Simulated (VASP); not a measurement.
Crystal: Hf.

```
Hf
1.0
     0.00000    2.23500    2.23500
     2.23500    0.00000    2.23500
     2.23500    2.23500    0.00000
Hf
1
Direct
  0.00000 0.00000 0.00000
```

This isn't the form of Hf at room conditions, which is hcp.

| Item | Value |
| --- | --- |
| Program | VASP 6.6.1 |
| Task | relaxation of cell and atoms |
| Functional | LDA |
| Potentials or basis | VASP PAW LDA potentials, release 64 (Hf_pv) |
| Cutoff | 500 eV |
| k mesh | 9 × 9 × 9 |
| Occupations | fermi-dirac, width 0.1 eV |
| Spin | no spin polarisation |

At the start: pressure -7.1 GPa; volume 22.33 Å³/atom.

Question: Where does the relaxation end?

Answer: Over 4 steps the energy falls by 34.1 meV/atom and the volume is 20.85 Å³/atom (-6.6 %); space group Fm-3m (No. 225, to 0.1 Å) before and after.

Step by step:
```
step  energy change (eV)  largest force (eV/Å)  pressure (GPa)  volume (Å³)
   1              0.0000                0.0000           -7.06        22.33
   2              0.0121                0.0000           10.00        19.30
   3             -0.0341                0.0000           -0.13        20.88
   4             -0.0341                0.0000            0.02        20.85
```

Final structure:
```yaml
crystal:
  lattice:
    - [0.00000, 2.18446, 2.18446]
    - [2.18446, 0.00000, 2.18446]
    - [2.18446, 2.18446, 0.00000]
  atoms:
    - { symbol: Hf, position: [0.00000, 0.00000, 0.00000] }
```
